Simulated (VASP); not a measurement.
# PbS (Fm-3m) in VASP: further runs

Aim: see how the results for PbS move with the level of theory and the settings. Levels: RPBE, revPBE+D4, HSE06. Tasks: relaxation of cell and atoms, single point.

Everything below comes from runs of VASP 6.6.1. Logs are shortened: lines on timing, memory, paths and dates and some standing lists are left out, and cuts for length are marked.

### Step 1. The cell of the first run

Symmetry: Fm-3m, No. 225, cubic system. Conventional cell: a = 5.931 Å, b = 5.931 Å, c = 5.931 Å, α = 90.00°, β = 90.00°, γ = 90.00°. Pb (site symmetry m-3m) has 6 S at 2.97 Å within 3.9 Å. Within 3.9 Å of S (site symmetry m-3m) lie 6 Pb at 2.97 Å.

### Step 2. Relaxation of cell and atoms, RPBE

Input file INCAR:

```
SYSTEM = PbS
ALGO = Normal ; EDIFF = 1E-6
EDIFFG = -0.02 ; ENCUT = 600
GGA = RP ; IBRION = 2
ISIF = 3 ; ISMEAR = -1
LASPH = .True. ; LCHARG = .False.
LREAL = .False. ; LWAVE = .False.
NELM = 60 ; NSW = 80
PREC = Accurate ; SIGMA = 0.05
```

Input file KPOINTS:

```
k-points
0
Gamma
  8 8 8
  0 0 0
```

Input file POSCAR:

```
PbS
1.0
    0.0000000000      2.9657500000      2.9657500000
    2.9657500000      0.0000000000      2.9657500000
    2.9657500000      2.9657500000      0.0000000000
Pb S
1 1
Direct
    0.0000000000      0.0000000000      0.0000000000
    0.5000000000      0.5000000000      0.5000000000
```

Potentials or basis: VASP PAW PBE potentials, release 64 (Pb_d, S).

Run with:

```sh
$ cat potpaw_PBE.64/Pb_d/POTCAR potpaw_PBE.64/S/POTCAR > POTCAR
$ mpirun -np 1 vasp_std > vasp.out
```

OUTCAR:

```text
SYSTEM = PbS
   EDIFF = 1E-6
   EDIFFG = -0.02
   ENCUT = 600
   GGA = RP
   IBRION = 2
   ISIF = 3
   ISMEAR = -1
   LASPH = .True.
   LREAL = .False.
   NELM = 60
   NSW = 80
   PREC = Accurate

 ion  position               nearest neighbor table
   1  0.000  0.000  0.000-   2 2.97   2 2.97   2 2.97   2 2.97   2 2.97   2 2.97
   2  0.500  0.500  0.500-   1 2.97   1 2.97   1 2.97   1 2.97   1 2.97   1 2.97

  LATTYP: Found a face centered cubic cell.
 ALAT       =     5.9315000000

  Lattice vectors:

 A1 = (   0.0000000000,   2.9657500000,   2.9657500000)
 A2 = (   2.9657500000,   0.0000000000,   2.9657500000)
 A3 = (   2.9657500000,   2.9657500000,   0.0000000000)

Analysis of symmetry for initial positions (statically):
=====================================================================
 Subroutine PRICEL returns:
 Original cell was already a primitive cell.

 Routine SETGRP: Setting up the symmetry group for a
 face centered cubic supercell.

 Subroutine GETGRP returns: Found 48 space group operations
 (whereof 48 operations were pure point group operations)
 out of a pool of 48 trial point group operations.

The static configuration has the point symmetry O_h .

Analysis of symmetry for dynamics (positions and initial velocities):
=====================================================================
 Subroutine PRICEL returns:
 Original cell was already a primitive cell.

 Routine SETGRP: Setting up the symmetry group for a
 face centered cubic supercell.

 Subroutine GETGRP returns: Found 48 space group operations
 (whereof 48 operations were pure point group operations)
 out of a pool of 48 trial point group operations.

The dynamic configuration has the point symmetry O_h .

 Subroutine INISYM returns: Found 48 space group operations
 (whereof 48 operations are pure point group operations),
 and found     1 'primitive' translations

----------------------------------------------------------------------------------------

                                     Primitive cell

  volume of cell :      52.1715

  direct lattice vectors                    reciprocal lattice vectors
     0.000000000  2.965750000  2.965750000    -0.168591419  0.168591419  0.168591419
     2.965750000  0.000000000  2.965750000     0.168591419 -0.168591419  0.168591419
     2.965750000  2.965750000  0.000000000     0.168591419  0.168591419 -0.168591419

  length of vectors
     4.194203873  4.194203873  4.194203873     0.292008903  0.292008903  0.292008903

  position of ions in fractional coordinates (direct lattice)
     0.000000000  0.000000000  0.000000000
     0.500000000  0.500000000  0.500000000

  ion indices of the primitive-cell ions
   primitive index   ion index
                 1           1
                 2           2

----------------------------------------------------------------------------------------

 KPOINTS: k-points

Automatic generation of k-mesh.
 Grid dimensions read from file:
 generate k-points for:    8    8    8

 Generating k-lattice:

  Cartesian coordinates                     Fractional coordinates (reciprocal lattice)
    -0.021073927  0.021073927  0.021073927     0.125000000  0.000000000  0.000000000
     0.021073927 -0.021073927  0.021073927     0.000000000  0.125000000  0.000000000
     0.021073927  0.021073927 -0.021073927     0.000000000  0.000000000  0.125000000

  Length of vectors
     0.036501113  0.036501113  0.036501113

  Shift w.r.t. Gamma in fractional coordinates (k-lattice)
     0.000000000  0.000000000  0.000000000

 Subroutine IBZKPT returns following result:
 ===========================================

 Found     29 irreducible k-points:

 Following reciprocal coordinates:
            Coordinates               Weight
  0.000000  0.000000  0.000000      1.000000
  0.125000  0.000000  0.000000      8.000000
  0.250000  0.000000  0.000000      8.000000
  0.375000  0.000000  0.000000      8.000000
  0.500000  0.000000  0.000000      4.000000
  0.125000  0.125000  0.000000      6.000000
[... 16 lines left out ...]
  0.500000  0.250000  0.125000     48.000000
 -0.375000  0.250000  0.125000     24.000000
 [... further k-points ...]
   k-points           NKPTS =     29   k-points in BZ     NKDIM =     29   number of bands    NBANDS=     14
   number of dos      NEDOS =    301   number of ions     NIONS =      2
   total plane-waves  NPLWV =  46656
   dimension x,y,z NGX =    36 NGY =   36 NGZ =   36
   dimension x,y,z NGXF=    72 NGYF=   72 NGZF=   72
   ions per type =               1   1
   NGX,Y,Z   is equivalent  to a cutoff of  14.27, 14.27, 14.27 a.u.
   NGXF,Y,Z  is equivalent  to a cutoff of  28.54, 28.54, 28.54 a.u.
 SYSTEM =  PbS
   PREC   = accura    normal or accurate (medium, high low for compatibility)
   ISTART =      0    job   : 0-new  1-cont  2-samecut
   ICHARG =      2    charge: 1-file 2-atom 10-const
   ISPIN  =      1    spin polarized calculation?
   LNONCOLLINEAR =      F non collinear calculations
[... 60 lines left out ...]
  -------------------------------------------------------------------------------------
  Total        1.3531657      1.3531657      1.3531657      0.0000000      0.0000000      0.0000000
  in kB       41.5554470     41.5554470     41.5554470      0.0000000      0.0000000      0.0000000
  external PRESSURE =      41.5554470 kB  Pullay stress =       0.0000000 kB

 VOLUME and BASIS-vectors are now :
 -----------------------------------------------------------------------------
  energy-cutoff  :      600.00
  volume of cell :       52.17
      direct lattice vectors                 reciprocal lattice vectors
     0.000000000  2.965750000  2.965750000    -0.168591419  0.168591419  0.168591419
     2.965750000  0.000000000  2.965750000     0.168591419 -0.168591419  0.168591419
     2.965750000  2.965750000  0.000000000     0.168591419  0.168591419 -0.168591419
[... 37 lines left out ...]
 POSITION                                       TOTAL-FORCE (eV/Angst)
 -----------------------------------------------------------------------------------
      0.00000      3.06255      3.06255        -0.000000     -0.000000     -0.000000
      3.06255      3.06255      3.06255         0.000000      0.000000      0.000000
 -----------------------------------------------------------------------------------
    total drift:                               -0.000000     -0.000000      0.000000

  FREE ENERGIE OF THE ION-ELECTRON SYSTEM (eV)
  ---------------------------------------------------
  free  energy   TOTEN  =        -8.1053748849 eV

  energy  without entropy=       -8.1053689174  energy(sigma->0) =       -8.10537190

--------------------------------------- Ionic step        3  -------------------------------------------

 number of electron      19.9999999 magnetization

 Free energy of the ion-electron system (eV)
  ---------------------------------------------------
  ext. energy  EPLUGINS =         0.00000000
  ---------------------------------------------------
  free energy    TOTEN  =        -8.10933049 eV

  energy without entropy =       -8.10932014  energy(sigma->0) =       -8.10932531

 E-fermi :   5.2981     XC(G=0):  -9.1581

 val. band max:        4.9425351170   @ k =   0.5000   0.0000   0.0000
 cond. band min:       5.6535988849   @ k =   0.5000   0.0000   0.0000
 fundamental gap:      0.7110637679
 Fermi energy:         5.2981066110

 k-point     1 :       0.0000    0.0000    0.0000
  band No.  band energies     occupation
      1     -11.7937      2.00000
      2     -11.7937      2.00000
      3     -11.7937      2.00000
      4     -11.7712      2.00000
      5     -11.7712      2.00000
      6      -7.9407      2.00000
      7      -1.1239      2.00000
      8       3.1836      2.00000
      9       3.1836      2.00000
     10       3.1836      2.00000
     11      10.0575      0.00000
     12      10.0575      0.00000
     13      10.0575      0.00000
     14      11.9712      0.00000

 k-point     2 :       0.1250    0.0000    0.0000
  band No.  band energies     occupation
      1     -11.7929      2.00000
      2     -11.7908      2.00000
      3     -11.7908      2.00000
      4     -11.7722      2.00000
      5     -11.7722      2.00000
      6      -7.8239      2.00000
      7      -1.4725      2.00000
      8       3.2198      2.00000
      9       3.2198      2.00000
     10       3.4364      2.00000
[... 362 lines left out ...]
 k-point    24 :      -0.3750    0.2500    0.1250
  band No.  band energies     occupation
      1     -11.8175      2.00000
      2     -11.7882      2.00000
      3     -11.7774      2.00000
      4     -11.7709      2.00000
      5     -11.7553      2.00000
      6      -6.7148      2.00000
      7      -3.0907      2.00000
      8       2.0437      2.00000
      9       2.4035      2.00000
     10       4.1473      2.00000
     11       6.7529      0.00000
     12       8.4523      0.00000
     13       8.9962      0.00000
     14      13.1231      0.00000

 [... further k-points ...]

------------------------ aborting loop because EDIFF is reached ----------------------------------------

  FORCE on cell =-STRESS in cart. coord.  units (eV):
  Direction    XX          YY          ZZ          XY          YZ          ZX
  --------------------------------------------------------------------------------------
  -------------------------------------------------------------------------------------
  Total        0.0052546      0.0052546      0.0052546      0.0000000      0.0000000     -0.0000000
  in kB        0.1498300      0.1498300      0.1498300      0.0000000      0.0000000     -0.0000000
  external PRESSURE =       0.1498300 kB  Pullay stress =       0.0000000 kB

 VOLUME and BASIS-vectors are now :
 -----------------------------------------------------------------------------
  energy-cutoff  :      600.00
  volume of cell :       56.19
      direct lattice vectors                 reciprocal lattice vectors
     0.000000000  3.039994486  3.039994486    -0.164473983  0.164473983  0.164473983
     3.039994486  0.000000000  3.039994486     0.164473983 -0.164473983  0.164473983
     3.039994486  3.039994486  0.000000000     0.164473983  0.164473983 -0.164473983

 POSITION                                       TOTAL-FORCE (eV/Angst)
 -----------------------------------------------------------------------------------
      0.00000      0.00000      0.00000        -0.000000      0.000000     -0.000000
      3.03999      3.03999      3.03999         0.000000      0.000000      0.000000
 -----------------------------------------------------------------------------------
    total drift:                                0.000000      0.000000      0.000000

  FREE ENERGIE OF THE ION-ELECTRON SYSTEM (eV)
  ---------------------------------------------------
  free  energy   TOTEN  =        -8.1093304931 eV

  energy  without entropy=       -8.1093201358  energy(sigma->0) =       -8.10932531

 reached required accuracy - stopping structural energy minimisation
```

Wall time 39 s (1 thread of Intel Xeon Platinum 8488C (Sapphire Rapids), shared host); peak memory 0.21 GiB.

Results:

| Item | Value |
| --- | --- |
| Free energy | -8.1093 eV |
| Relaxed volume | 28.09 Å³/atom |
| Relaxed cell | a = 4.299 Å, b = 4.299 Å, c = 4.299 Å, α = 60.00°, β = 60.00°, γ = 60.00° |
| Space group after relaxing (to 0.1 Å) | Fm-3m (No. 225) |
| Energy gained by relaxing | 24.4 meV/atom |
| Ionic steps | 3 |
| Pressure after relaxing | 0.0 GPa |
| Band gap on the k mesh | 0.71 eV |

The path:
| step | energy change (eV) | largest force (eV/Å) | pressure (GPa) | volume (Å³) |
| --- | --- | --- | --- | --- |
| 1 | 0.0000 | 0.0000 | 4.16 | 52.17 |
| 2 | -0.0449 | 0.0000 | -0.99 | 57.45 |
| 3 | -0.0489 | 0.0000 | 0.01 | 56.19 |

Final structure:
```
Pb S
1.0
     0.00000    3.03999    3.03999
     3.03999    0.00000    3.03999
     3.03999    3.03999    0.00000
Pb S
1 1
Direct
  0.00000 0.00000 0.00000
  0.50000 0.50000 0.50000
```

Levels at points of the mesh, in eV from the valence-band top:
| k point | band 7 | band 8 | band 9 | band 10 | band 11 | band 12 | band 13 | band 14 |
| --- | --- | --- | --- | --- | --- | --- | --- | --- |
| (0.00, 0.00, 0.00) | -6.07 | -1.76 | -1.76 | -1.76 | 5.11 | 5.11 | 5.11 | 7.03 |
| (0.50, 0.00, 0.00) | -8.35 | -1.42 | -1.42 | 0.00 | 0.71 | 2.23 | 2.23 | 8.80 |
| (0.50, 0.50, 0.00) | -7.01 | -4.48 | -2.90 | -2.90 | 4.36 | 5.46 | 5.52 | 5.52 |

Caveat: the PAW data sets were made with another functional, which shifts forces and pressure a little; spin-orbit coupling is left out, which moves the levels of the heavy elements. Zero-point motion and thermal expansion aren't in these numbers.

### Step 3. Relaxation of cell and atoms, revPBE+D4

Input file INCAR:

```
SYSTEM = PbS
  ALGO = Normal
  EDIFF = 1E-6
  EDIFFG = -0.005
  ENCUT = 600
  GGA = RE
  IBRION = 2
  ISIF = 3
  ISMEAR = -1
  IVDW = 13
  LASPH = .TRUE.
  LCHARG = .FALSE.
  LREAL = .FALSE.
  LWAVE = .FALSE.
  NELM = 80
  NSW = 80
  PREC = Accurate
  SIGMA = 0.05
```

Input file KPOINTS:

```
k-points
0
G
  8 8 8
  0 0 0
```

POSCAR is that of step 2.

Potentials or basis: VASP PAW PBE potentials, release 64 (Pb_d, S).

Run with:

```sh
$ cat potpaw_PBE.64/Pb_d/POTCAR potpaw_PBE.64/S/POTCAR > POTCAR
$ mpirun -np 1 vasp_std > vasp.out
```

It took 33 s on 1 thread of Intel Xeon Platinum 8488C (Sapphire Rapids), shared host; peak memory 0.21 GiB.

The run converged. Its results:

* Free energy: -9.3554 eV
* Relaxed volume: 26.17 Å³/atom
* Relaxed cell: a = 4.199 Å, b = 4.199 Å, c = 4.199 Å, α = 60.00°, β = 60.00°, γ = 60.00°
* Space group after relaxing (to 0.1 Å): Fm-3m (No. 225)
* Energy gained by relaxing: 0.0 meV/atom
* Ionic steps: 3
* Pressure after relaxing: 0.0 GPa
* Band gap on the k mesh: 0.45 eV
* Dispersion energy per atom: -0.602 eV

Final structure:
```
Pb S
1.0
     0.00000    2.96899    2.96899
     2.96899    0.00000    2.96899
     2.96899    2.96899    0.00000
Pb S
1 1
Direct
  0.00000 0.00000 0.00000
  0.50000 0.50000 0.50000
```

Levels at points of the mesh, in eV from the valence-band top:
| k point | band 8 | band 9 | band 10 | band 11 | band 12 | band 13 |
| --- | --- | --- | --- | --- | --- | --- |
| (0.00, 0.00, 0.00) | -2.16 | -2.16 | -2.16 | 5.25 | 5.25 | 5.25 |
| (0.50, 0.00, 0.00) | -1.78 | -1.78 | 0.00 | 0.45 | 2.01 | 2.01 |
| (0.50, 0.50, 0.00) | -5.14 | -3.41 | -3.41 | 3.95 | 5.62 | 5.71 |

Caveat: the PAW data sets were made with another functional, which shifts forces and pressure a little; spin-orbit coupling is left out, which moves the levels of the heavy elements.

### Step 4. Single point, HSE06, non-collinear spin, zero start, spin-orbit coupling

POSCAR is that of step 3.

Input file INCAR.step1:

```
ALGO     = Normal         # electronic algorithm
EDIFF    = 1E-5           # SCF threshold, eV
ENCUT    = 520            # plane-wave cutoff, eV
GGA      = PE             # functional
GGA_COMPAT= F            
ISIF     = 2              # what is computed and relaxed
ISMEAR   = -1             # smearing method
LASPH    = T              # aspherical terms in the spheres
LCHARG   = F              # write CHGCAR
LORBIT   = 11             # projections on sites
LORBMOM  = T            
LREAL    = F              # projectors in reciprocal space
LSORBIT  = T              # spin-orbit coupling
LWAVE    = T              # write WAVECAR
MAGMOM   = 0 0 0 0 0 0    # initial moments
NBANDS   = 32             # bands
NELM     = 150            # most SCF steps
PREC     = Accurate       # precision mode
SIGMA    = 0.05           # smearing width, eV
```

Input file INCAR.step2:

```
ALGO     = Normal         # electronic algorithm
EDIFF    = 1E-7           # SCF threshold, eV
ENCUT    = 520            # plane-wave cutoff, eV
GGA      = PE             # functional
GGA_COMPAT= F            
HFSCREEN = 0.2079         # screening, 1/A
ISIF     = 2              # what is computed and relaxed
ISMEAR   = -1             # smearing method
ISTART   = 1            
LASPH    = T              # aspherical terms in the spheres
LCHARG   = F              # write CHGCAR
LHFCALC  = T              # exact exchange
LORBIT   = 11             # projections on sites
LORBMOM  = T            
LREAL    = F              # projectors in reciprocal space
LSORBIT  = T              # spin-orbit coupling
LWAVE    = F              # write WAVECAR
MAGMOM   = 0 0 0 0 0 0    # initial moments
NBANDS   = 32             # bands
NELM     = 150            # most SCF steps
PREC     = Accurate       # precision mode
PRECFOCK = Normal       
SIGMA    = 0.05           # smearing width, eV
```

Input file KPOINTS:

```
k-points
0
Gamma
  4 4 4
```

Run with:

```sh
$ cat potpaw_PBE.64/Pb_d/POTCAR potpaw_PBE.64/S/POTCAR > POTCAR
$ cp INCAR.step1 INCAR
$ mpirun -np 1 vasp_ncl > vasp.out
$ cp INCAR.step2 INCAR
$ mpirun -np 1 vasp_ncl > vasp.out
```

Run time: 41 min. Hardware: 1 thread of Intel Xeon Platinum 8259CL at 2.50GHz (Skylake/Cascade Lake), shared host; peak memory 0.43 GiB.

Results (log left out):

- Free energy: -10.7252 eV
- Pressure: 0.9 GPa
- Net moment: 0.00 μB per cell
- Valence electrons inside the program's atomic spheres: Pb 11.86; S 3.70

Moments on the atoms (μB; x, y, z):
```
Pb  0.00 0.00 0.00
S   0.00 0.00 0.00
```

Caveat: the k points lie up to 0.46 Å⁻¹ apart; the PAW data sets were made with another functional, which shifts forces and pressure a little.

### Step 5. The runs side by side

```tsv
task	level	spin	cell	k mesh	cutoff (eV)	grid for exact exchange (PRECFOCK)	share of exact exchange	screening parameter	gap on the mesh (eV)	pressure (GPa)	relaxed volume (Å³/atom)
relaxation of cell and atoms	RPBE	off	relaxed	8 × 8 × 8	600	-	-	-	0.71	0.0	28.09
relaxation of cell and atoms	revPBE+D4	off	relaxed	8 × 8 × 8	600	-	-	-	0.45	0.0	26.17
single point	HSE06	non-collinear, zero start, SOC	as given	4 × 4 × 4	520	Normal	0.25	0.2079 1/Å	-	0.9	-
```

Alike in all rows: potentials or basis VASP PAW PBE potentials, release 64 (Pb_d, S); smearing fermi-dirac 0.05 eV.

Caveats: some runs use coarse meshes; the PAW data sets were made with another functional, which shifts forces and pressure a little; spin-orbit coupling is left out, which moves the levels of the heavy elements (at least some runs).

Total energies depend on the potentials used, so only differences within one code and one set of settings carry meaning.
